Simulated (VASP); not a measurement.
# Cu2Pt (Fd-3m) in VASP: a series of runs

Cu2Pt is run at these levels: r2SCAN; tasks: single point, relaxation of cell and atoms.

All numbers are computed with VASP 6.6.1; they aren't measurements. Logs are shortened: lines on timing, memory, paths and dates and some standing lists are left out, and cuts for length are marked.

**1. The cell of the first run**

The structure is cubic, space group Fd-3m (No. 227). Conventional cell: a = 6.709 Å, b = 6.709 Å, c = 6.709 Å, α = 90.00°, β = 90.00°, γ = 90.00°. Cu (site symmetry -3m) has 6 Cu at 2.37 Å and 6 Pt at 2.78 Å within 3.1 Å. Pt (site symmetry -43m) has 12 Cu at 2.78 Å and 4 Pt at 2.91 Å within 3.7 Å.

**2. Single point, r2SCAN**

Contents of POSCAR:

```
Cu2Pt
1.0
    0.0000000000      3.3546113301      3.3546113301
    3.3546113301      0.0000000000      3.3546113301
    3.3546113301      3.3546113301      0.0000000000
Cu Pt
4 2
Direct
    0.6250000000      0.6250000000      0.6250000000
    0.1250000000      0.6250000000      0.6250000000
    0.6250000000      0.6250000000      0.1250000000
    0.6250000000      0.1250000000      0.6250000000
    0.0000000000      0.0000000000      0.0000000000
    0.2500000000      0.2500000000      0.2500000000
```

Contents of INCAR.step1:

```
  ALGO = Normal
  EDIFF = 1E-4
  ENCUT = 520
  GGA = PE
  ISMEAR = 0
  LASPH = True
  LCHARG = False
  LREAL = False
  LWAVE = True
  NBANDS = 41
  NELM = 100
  PREC = Accurate
  SIGMA = 0.1
```

Contents of INCAR.step2:

```
  ALGO = Normal
  EDIFF = 1E-6
  ENCUT = 520
  ISIF = 2
  ISMEAR = 0
  ISTART = 1
  LASPH = True
  LCHARG = True
  LELF = True
  LMIXTAU = True
  LREAL = False
  LVHAR = True
  LWAVE = False
  METAGGA = R2SCAN
  NBANDS = 41
  NELM = 100
  PREC = Accurate
  SIGMA = 0.1
```

Contents of KPOINTS:

```
k-points
0
Gamma
  4 4 4
```

Potentials or basis: VASP PAW PBE potentials, release 64 (Cu, Pt).

Started as:

```console
cat potpaw_PBE.64/Cu/POTCAR potpaw_PBE.64/Pt/POTCAR > POTCAR
cp INCAR.step1 INCAR
mpirun -np 1 vasp_std > vasp.out
cp INCAR.step2 INCAR
mpirun -np 1 vasp_std > vasp.out
```

OUTCAR:

```text
EDIFF = 1E-6
   ENCUT = 520
   ISIF = 2
   ISMEAR = 0
   ISTART = 1
   LASPH = True
   LREAL = False
   METAGGA = R2SCAN
   NELM = 100
   PREC = Accurate

 ion  position               nearest neighbor table
   1  0.625  0.625  0.625-   2 2.37   3 2.37   4 2.37   3 2.37   4 2.37   2 2.37   6 2.78   5 2.78
                             6 2.78   5 2.78   6 2.78   5 2.78
   2  0.125  0.625  0.625-   1 2.37   3 2.37   4 2.37   1 2.37   3 2.37   4 2.37   5 2.78   6 2.78
                             5 2.78   6 2.78   6 2.78   5 2.78
   3  0.625  0.625  0.125-   1 2.37   1 2.37   2 2.37   4 2.37   4 2.37   2 2.37   6 2.78   5 2.78
                             6 2.78   5 2.78   6 2.78   5 2.78
   4  0.625  0.125  0.625-   1 2.37   3 2.37   1 2.37   2 2.37   3 2.37   2 2.37   6 2.78   5 2.78
                             5 2.78   6 2.78   6 2.78   5 2.78
   5  0.000  0.000  0.000-   4 2.78   2 2.78   1 2.78   1 2.78   3 2.78   3 2.78   1 2.78   2 2.78
                             4 2.78   3 2.78   2 2.78   4 2.78   6 2.91   6 2.91   6 2.91   6 2.91
   6  0.250  0.250  0.250-   2 2.78   4 2.78   2 2.78   4 2.78   1 2.78   3 2.78   3 2.78   1 2.78
                             3 2.78   1 2.78   4 2.78   2 2.78   5 2.91   5 2.91   5 2.91   5 2.91

  LATTYP: Found a face centered cubic cell.
 ALAT       =     6.7092226602

  Lattice vectors:

 A1 = (   0.0000000000,   3.3546113301,   3.3546113301)
 A2 = (   3.3546113301,   0.0000000000,   3.3546113301)
 A3 = (   3.3546113301,   3.3546113301,   0.0000000000)

Analysis of symmetry for initial positions (statically):
=====================================================================
 Subroutine PRICEL returns:
 Original cell was already a primitive cell.

 Routine SETGRP: Setting up the symmetry group for a
 face centered cubic supercell.

 Subroutine GETGRP returns: Found 48 space group operations
 (whereof 24 operations were pure point group operations)
 out of a pool of 48 trial point group operations.

The static configuration has the point symmetry T_d .
 The point group associated with its full space group is O_h .

Analysis of symmetry for dynamics (positions and initial velocities):
=====================================================================
 Subroutine PRICEL returns:
 Original cell was already a primitive cell.

 Routine SETGRP: Setting up the symmetry group for a
 face centered cubic supercell.

 Subroutine GETGRP returns: Found 48 space group operations
 (whereof 24 operations were pure point group operations)
 out of a pool of 48 trial point group operations.

[... 94 lines left out ...]
   EDIFFG = 0.1E-04   stopping-criterion for IOM
   NSW    =      0    number of steps for IOM
   IBRION =     -1    ionic relax: 0-MD 1-quasi-New 2-CG
   NFREE  =      0    steps in history (QN), initial steepest desc. (CG)
   ISIF   =      2    stress and relaxation
   ISYM   =      2    0-nonsym 1-usesym 2-fastsym
   POTIM  = 0.5000    time-step for ionic-motion
   TEBEG  =    0.0;   TEEND  =   0.0 temperature during run
   PSTRESS=    0.0 pullay stress
   NELECT =      64.0000    total number of electrons
   NUPDOWN=      -1.0000    fix difference up-down
   EMIN   =  10.00;   EMAX   =-10.00  energy-range for DOS
   EFERMI =   0.00;   METHOD = LEGACY
   ISMEAR =     0;   SIGMA  =   0.10  broadening in eV -4-tet -1-fermi 0-gaus
   EFERMI_NEDOS =   21; number of points for ismear=-14 and -15
   IALGO  =     38    algorithm
   IMIX   =      4    mixing-type and parameters
     AMIX     =   0.40;   BMIX     =  1.00
     AMIX_MAG =   1.60;   BMIX_MAG =  1.00
  volume/ion in A,a.u.               =      12.58        84.92
  Fermi-wavevector in a.u.,A,eV,Ry     =   1.549349  2.927845 32.660549  2.400483
  Thomas-Fermi vector in A             =   2.654169
   LORBIT       =      0    0 simple, 1 ext, 2 COOP (PROOUT), +10 PAW based schemes
   METAGGA = R2SCAN    functional components
   LHFCALC =     F    Hartree Fock is set to
   AEXX    =    0.0000 exact exchange contribution
   IVDW    =     0    specifies the selected vdW correction
   LEPSILON=     F    determine dielectric tensor
   LRPA    =     F    only Hartree local field effects (RPA)
 non-spin polarized calculation
 Gauss-broadening in eV      SIGMA  =   0.10
  energy-cutoff  :      520.00
  volume of cell :       75.50
 maximum number of plane-waves:      2085
   NGX = 17   NGY = 17   NGZ = 17

 number of electron      64.0000007 magnetization

 Free energy of the ion-electron system (eV)
  ---------------------------------------------------
  ext. energy  EPLUGINS =         0.00000000
  ---------------------------------------------------
  free energy    TOTEN  =      -146.77879567 eV

  energy without entropy =     -146.77147886  energy(sigma->0) =     -146.77513727

 E-fermi :   9.0942     XC(G=0): -14.2491

 val. band max:        8.8746516393   @ k =  -0.2500   0.2500   0.0000
 cond. band min:       9.1676635386   @ k =  -0.2500   0.2500   0.0000
 fundamental gap:      0.2930118993
 Fermi energy:         9.0941619812

 k-point     1 :       0.0000    0.0000    0.0000
  band No.  band energies     occupation
      1      -1.0560      2.00000
      2       3.1559      2.00000
      3       3.6323      2.00000
      4       3.6323      2.00000
      5       3.6323      2.00000
      6       4.5726      2.00000
[... 341 lines left out ...]
     40      19.9205      0.00000
     41      20.5789      0.00000

------------------------ aborting loop because EDIFF is reached ----------------------------------------

  FORCE on cell =-STRESS in cart. coord.  units (eV):
  Direction    XX          YY          ZZ          XY          YZ          ZX
  --------------------------------------------------------------------------------------
  -------------------------------------------------------------------------------------
  Total        0.3438661      0.3438661      0.3438661     -0.0000000     -0.0000000      0.0000000
  in kB        7.2969821      7.2969821      7.2969821     -0.0000000     -0.0000000      0.0000000
  external PRESSURE =       7.2969821 kB  Pullay stress =       0.0000000 kB

 VOLUME and BASIS-vectors are now :
 -----------------------------------------------------------------------------
  energy-cutoff  :      520.00
  volume of cell :       75.50
      direct lattice vectors                 reciprocal lattice vectors
     0.000000000  3.354611330  3.354611330    -0.149048564  0.149048564  0.149048564
     3.354611330  0.000000000  3.354611330     0.149048564 -0.149048564  0.149048564
     3.354611330  3.354611330  0.000000000     0.149048564  0.149048564 -0.149048564

 POSITION                                       TOTAL-FORCE (eV/Angst)
 -----------------------------------------------------------------------------------
      4.19326      4.19326      4.19326         0.000000      0.000000     -0.000000
      4.19326      2.51596      2.51596         0.000000      0.000000     -0.000000
      2.51596      2.51596      4.19326         0.000000      0.000000      0.000000
      2.51596      4.19326      2.51596         0.000000      0.000000     -0.000000
      0.00000      0.00000      0.00000        -0.000000     -0.000000     -0.000000
      1.67731      1.67731      1.67731         0.000000      0.000000      0.000000
 -----------------------------------------------------------------------------------
    total drift:                                0.000000      0.000000      0.000000

  FREE ENERGIE OF THE ION-ELECTRON SYSTEM (eV)
  ---------------------------------------------------
  free  energy   TOTEN  =      -146.7787956693 eV

  energy  without entropy=     -146.7714788637  energy(sigma->0) =     -146.77513727
```

OSZICAR.step1:

```text
N       E                     dE             d eps       ncg     rms          rms(c)
DAV:   1     0.623546269496E+03    0.62355E+03   -0.27695E+04   680   0.253E+03
DAV:   2     0.580672332459E+02   -0.56548E+03   -0.53018E+03   656   0.498E+02
DAV:   3    -0.275259774910E+02   -0.85593E+02   -0.75770E+02   714   0.210E+02
DAV:   4    -0.313920920173E+02   -0.38661E+01   -0.37909E+01   998   0.559E+01
DAV:   5    -0.314415966832E+02   -0.49505E-01   -0.49483E-01   998   0.566E+00    0.217E+01
DAV:   6    -0.306263655562E+02    0.81523E+00   -0.37393E+01   784   0.162E+02    0.125E+01
DAV:   7    -0.274344748804E+02    0.31919E+01   -0.10649E+01   846   0.974E+01    0.630E+00
DAV:   8    -0.273783549956E+02    0.56120E-01   -0.83062E-01   983   0.889E+00    0.292E+00
DAV:   9    -0.273418462342E+02    0.36509E-01   -0.81943E-02  1223   0.506E+00    0.575E-01
DAV:  10    -0.273398805205E+02    0.19657E-02   -0.20442E-02   965   0.172E+00    0.240E-01
DAV:  11    -0.273395341554E+02    0.34637E-03   -0.30066E-03   821   0.162E+00    0.117E-01
DAV:  12    -0.273394516246E+02    0.82531E-04   -0.86838E-04   791   0.473E-01
   1 F= -.27339452E+02 E0= -.27335725E+02  d E =-.745283E-02
```

Run time: 2 min. Hardware: 1 thread of AMD EPYC 7R43 (Zen 3), shared host; peak memory 0.18 GiB.

Results:

```yaml
Free_energy: -146.7788 eV
Pressure: 0.7 GPa
Band_gap_on_the_k_mesh: zero (bands 32 and 33 overlap by 1.17 eV)
```

Levels at points of the mesh, in eV from the Fermi level:
| k point | band 29 | band 30 | band 31 | band 32 | band 33 | band 34 | band 35 | band 36 |
| --- | --- | --- | --- | --- | --- | --- | --- | --- |
| (0.00, 0.00, 0.00) | -1.42 | -0.84 | -0.84 | -0.32 | 4.16 | 4.16 | 4.16 | 4.63 |
| (0.50, 0.00, 0.00) | -1.46 | -1.42 | -0.74 | -0.74 | 1.06 | 2.39 | 2.39 | 4.99 |
| (0.50, 0.50, 0.00) | -1.01 | -1.01 | -0.92 | -0.92 | 0.13 | 0.13 | 2.16 | 2.16 |

Caveat: the k points lie up to 0.41 Å⁻¹ apart, too coarse for converged energies and pressures of a metal; the PAW data sets were made with another functional, which shifts forces and pressure a little; spin-orbit coupling is left out, which moves the levels of the heavy elements.

**3. Single point, r2SCAN**

This run uses another cell than the first one, of 13.71 Å³/atom.

Changes to POSCAR since step 2:

```diff
@@ -2,5 +2,5 @@
 1.0
-    0.0000000000      3.3546113301      3.3546113301
-    3.3546113301      0.0000000000      3.3546113301
-    3.3546113301      3.3546113301      0.0000000000
+    0.0000000000      3.4516569955      3.4516569955
+    3.4516569955      0.0000000000      3.4516569955
+    3.4516569955      3.4516569955      0.0000000000
 Cu Pt
```

Contents of INCAR.step1:

```
SYSTEM = Cu2Pt
PREC = Accurate
ENCUT = 520
ISMEAR = 0
SIGMA = 0.1
LREAL = .False.
LASPH = .True.
NELM = 100
NBANDS = 41
GGA = PE
ALGO = Normal
EDIFF = 1E-4
LWAVE = .True.
LCHARG = .False.
```

Contents of INCAR.step2:

```
SYSTEM = Cu2Pt
PREC = Accurate
ENCUT = 520
EDIFF = 1E-6
ISMEAR = 0
SIGMA = 0.1
LREAL = .False.
LASPH = .True.
NELM = 100
ALGO = Normal
ISIF = 2
LWAVE = .False.
LCHARG = .False.
METAGGA = R2SCAN
LMIXTAU = .True.
NBANDS = 41
ISTART = 1
```

Contents of KPOINTS:

```
Automatic mesh
0
Gamma
  4 4 4
  0 0 0
```

Potentials or basis: VASP PAW PBE potentials, release 64 (Cu, Pt).

Started as:

```console
cat potpaw_PBE.64/Cu/POTCAR potpaw_PBE.64/Pt/POTCAR > POTCAR
cp INCAR.step1 INCAR
mpirun -np 1 vasp_std > vasp.out
cp INCAR.step2 INCAR
mpirun -np 1 vasp_std > vasp.out
```

It took 2.3 min on 1 thread of AMD EPYC 7R43 (Zen 3), shared host; peak memory 0.18 GiB.

It converged, with:

| Item | Value |
| --- | --- |
| Free energy | -146.4907 eV |
| Pressure | -13.3 GPa |
| Band gap on the k mesh | zero (bands 32 and 33 overlap by 1.10 eV) |

Levels at points of the mesh, in eV from the Fermi level:
```csv
k point,band 30,band 31,band 32,band 33,band 34,band 35
"(0.00, 0.00, 0.00)",-0.78,-0.78,-0.14,3.95,3.95,3.95
"(0.50, 0.00, 0.00)",-1.33,-0.69,-0.69,1.01,2.37,2.37
"(0.50, 0.50, 0.00)",-0.91,-0.84,-0.84,0.17,0.17,1.95
```

Caveat: the k points lie up to 0.39 Å⁻¹ apart, too coarse for converged energies and pressures of a metal; the PAW data sets were made with another functional, which shifts forces and pressure a little; spin-orbit coupling is left out, which moves the levels of the heavy elements.

**4. Relaxation of cell and atoms, r2SCAN**

This run uses another cell than the first one, of 13.71 Å³/atom.

POSCAR is that of step 3.

Contents of INCAR.step1:

```
ALGO = Normal
EDIFF = 1E-4
ENCUT = 600
GGA = PE
ISMEAR = 0
LASPH = T
LCHARG = F
LREAL = F
LWAVE = T
NELM = 60
PREC = Accurate
SIGMA = 0.1
```

Contents of INCAR.step2:

```
ALGO = Normal
EDIFF = 1E-7
EDIFFG = -0.04
ENCUT = 600
IBRION = 2
ISIF = 3
ISMEAR = 0
ISTART = 1
LASPH = T
LCHARG = F
LMIXTAU = T
LREAL = F
LWAVE = F
METAGGA = R2SCAN
NELM = 60
NSW = 90
PREC = Accurate
SIGMA = 0.1
```

Contents of KPOINTS:

```
k-points
0
Gamma
  4 4 4
```

Started as:

```console
cat potpaw_PBE.64/Cu/POTCAR potpaw_PBE.64/Pt/POTCAR > POTCAR
cp INCAR.step1 INCAR
mpirun -np 1 vasp_std > vasp.out
cp INCAR.step2 INCAR
mpirun -np 1 vasp_std > vasp.out
```

Run time: 9.1 min. Hardware: 1 thread of AMD EPYC 7R43 (Zen 3), shared host; peak memory 0.23 GiB.

It converged, with:

- Free energy: -146.7810 eV
- Relaxed volume: 12.65 Å³/atom
- Relaxed cell: a = 4.752 Å, b = 4.752 Å, c = 4.752 Å, α = 60.00°, β = 60.00°, γ = 60.00°
- Space group after relaxing (to 0.1 Å): Fd-3m (No. 227)
- Energy gained by relaxing: 48.4 meV/atom
- Ionic steps: 3
- Pressure after relaxing: -0.3 GPa
- Band gap on the k mesh: zero (bands 32 and 33 overlap by 1.16 eV)

The path:
| step | energy change (eV) | largest force (eV/Å) | pressure (GPa) | volume (Å³) |
| --- | --- | --- | --- | --- |
| 1 | 0.0000 | 0.0000 | -13.19 | 82.25 |
| 2 | 0.0938 | 0.0000 | 21.49 | 69.53 |
| 3 | -0.2903 | 0.0000 | -0.34 | 75.89 |

Final structure:
```
CELL_PARAMETERS angstrom
0.00000 3.36030 3.36030
3.36030 0.00000 3.36030
3.36030 3.36030 0.00000
ATOMIC_POSITIONS crystal
Cu 0.62500 0.62500 0.62500
Cu 0.12500 0.62500 0.62500
Cu 0.62500 0.62500 0.12500
Cu 0.62500 0.12500 0.62500
Pt 0.00000 0.00000 0.00000
Pt 0.25000 0.25000 0.25000
```

Levels at points of the mesh, in eV from the Fermi level:
| k point | band 30 | band 31 | band 32 | band 33 | band 34 | band 35 |
| --- | --- | --- | --- | --- | --- | --- |
| (0.00, 0.00, 0.00) | -0.83 | -0.83 | -0.31 | 4.15 | 4.15 | 4.15 |
| (0.50, 0.00, 0.00) | -1.41 | -0.74 | -0.74 | 1.05 | 2.39 | 2.39 |
| (0.50, 0.50, 0.00) | -1.00 | -0.92 | -0.92 | 0.13 | 0.13 | 2.14 |

Caveat: the k points lie up to 0.40 Å⁻¹ apart in the final cell, too coarse for converged energies and pressures of a metal; the PAW data sets were made with another functional, which shifts forces and pressure a little; spin-orbit coupling is left out, which moves the levels of the heavy elements.

**5. Single point, r2SCAN**

Contents of POSCAR:

```
Cu2Pt
1.0
    0.0000000000      3.3556606536      3.3556606536
    3.3556606536      0.0000000000      3.3556606536
    3.3556606536      3.3556606536      0.0000000000
Cu Pt
4 2
Direct
    0.1250000000      0.1250000000      0.1250000000
    0.6250000000      0.1250000000      0.1250000000
    0.1250000000      0.1250000000      0.6250000000
    0.1250000000      0.6250000000      0.1250000000
    0.5000000000      0.5000000000      0.5000000000
    0.7500000000      0.7500000000      0.7500000000
```

Contents of INCAR.step1:

```
PREC = Accurate ; ENCUT = 520
ISMEAR = 0 ; SIGMA = 0.1
LREAL = False ; LASPH = True
NELM = 60 ; NBANDS = 41
GGA = PE ; ALGO = Normal
EDIFF = 1E-4 ; LWAVE = True
LCHARG = False
```

Contents of INCAR.step2:

```
PREC = Accurate ; ENCUT = 520
EDIFF = 1E-6 ; ISMEAR = 0
SIGMA = 0.1 ; LREAL = False
LASPH = True ; NELM = 60
ALGO = Normal ; ISIF = 2
LWAVE = False ; LCHARG = False
METAGGA = R2SCAN ; LMIXTAU = True
NBANDS = 41 ; ISTART = 1
```

Contents of KPOINTS:

```
Automatic mesh
0
Gamma
  10 10 10
```

Started as:

```console
cat potpaw_PBE.64/Cu/POTCAR potpaw_PBE.64/Pt/POTCAR > POTCAR
cp INCAR.step1 INCAR
mpirun -np 1 vasp_std > vasp.out
cp INCAR.step2 INCAR
mpirun -np 1 vasp_std > vasp.out
```

Run time: 10 min. Hardware: 1 thread of AMD EPYC 7R43 (Zen 3), shared host; peak memory 0.26 GiB.

Results (log left out):

* Free energy: -146.7478 eV
* Pressure: 0.7 GPa
* Band gap on the k mesh: zero (bands 32 and 33 overlap by 1.37 eV)

Levels at points of the mesh, in eV from the Fermi level:
```csv
k point,band 29,band 30,band 31,band 32,band 33,band 34,band 35,band 36
"(0.00, 0.00, 0.00)",-1.28,-0.72,-0.72,-0.19,4.28,4.28,4.28,4.74
"(0.50, 0.00, 0.00)",-1.33,-1.28,-0.62,-0.62,1.18,2.51,2.51,5.10
"(0.50, 0.50, 0.00)",-0.90,-0.90,-0.81,-0.81,0.26,0.26,2.27,2.27
```

Caveat: the PAW data sets were made with another functional, which shifts forces and pressure a little; spin-orbit coupling is left out, which moves the levels of the heavy elements.

**6. The runs side by side**

```tsv
task	cell	k mesh	cutoff (eV)	gap on the mesh (eV)	pressure (GPa)
single point	a = 4.744 Å, angles 60.0°, 6 atoms	4 × 4 × 4	520	none	0.7
single point	a = 4.881 Å, angles 60.0°, 6 atoms	4 × 4 × 4	520	none	-13.3
relaxation of cell and atoms	relaxed from a = 4.881 Å, angles 60.0°, 6 atoms	4 × 4 × 4	600	none	-0.3
single point	a = 4.746 Å, angles 60.0°, 6 atoms	10 × 10 × 10	520	none	0.7
```

Alike in all rows: level r2SCAN; potentials or basis VASP PAW PBE potentials, release 64 (Cu, Pt); no spin polarisation; smearing gaussian 0.1 eV.

Caveats: some runs use coarse meshes; the PAW data sets were made with another functional, which shifts forces and pressure a little; spin-orbit coupling is left out, which moves the levels of the heavy elements.

Absolute energies hang on the potentials; compare differences alone.
